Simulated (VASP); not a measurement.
# Cs: relaxation of cell and atoms with PBEsol

Cs:

```
Cs
1.0
     4.80606    0.00000    0.00000
     0.00000    4.80606    0.00000
     0.00000    0.00000    4.80606
Cs
1
Cartesian
  0.0000 0.0000 0.0000
```

This isn't the form of Cs at room conditions, which is bcc.

| Property | Result |
| --- | --- |
| Program | VASP 6.6.1 |
| Task | relaxation of cell and atoms |
| Functional | PBEsol |
| Potentials or basis | VASP PAW PBE potentials, release 64 (Cs_sv) |
| Cutoff | 500 eV |
| k mesh | 4 × 4 × 4 |
| Occupations | gaussian, width 0.05 eV |
| Spin | no spin polarisation |
| Dipole correction | no |
| Further INCAR settings | ALGO = Normal; EDIFF = 1e-07; IBRION = 2; EDIFFG = -0.03; NSW = 80; ISIF = 3 |

- Pressure after relaxing: 0.0 GPa
- Band gap on the k mesh: zero (an odd number of electrons rules out a gap without spin polarisation)

Final structure:
```
CELL_PARAMETERS angstrom
4.80606 0.00000 0.00000
0.00000 4.80606 0.00000
0.00000 0.00000 4.80606
ATOMIC_POSITIONS crystal
Cs 0.00000 0.00000 0.00000
```

Levels at points of the mesh, in eV from the Fermi level:
```csv
k point,band 3,band 4,band 5,band 6,band 7,band 8
"(0.00, 0.00, 0.00)",-10.92,-10.92,-1.96,1.07,1.07,4.33
"(0.50, 0.00, 0.00)",-10.90,-10.90,-0.44,0.24,1.53,2.74
"(0.50, 0.50, 0.00)",-11.13,-10.88,-0.02,1.00,1.98,1.98
"(0.50, 0.50, 0.50)",-11.10,-11.10,0.78,0.78,0.78,2.83
```

It took 12 s on 1 thread of Intel Xeon 8259CL (shared host), peak memory 0.2 GiB.

Caveat: the relaxation stopped at its first step, so nothing moved; the PAW data sets were made with another functional, which shifts forces and pressure a little; spin-orbit coupling is left out, which moves the levels of the heavy elements.
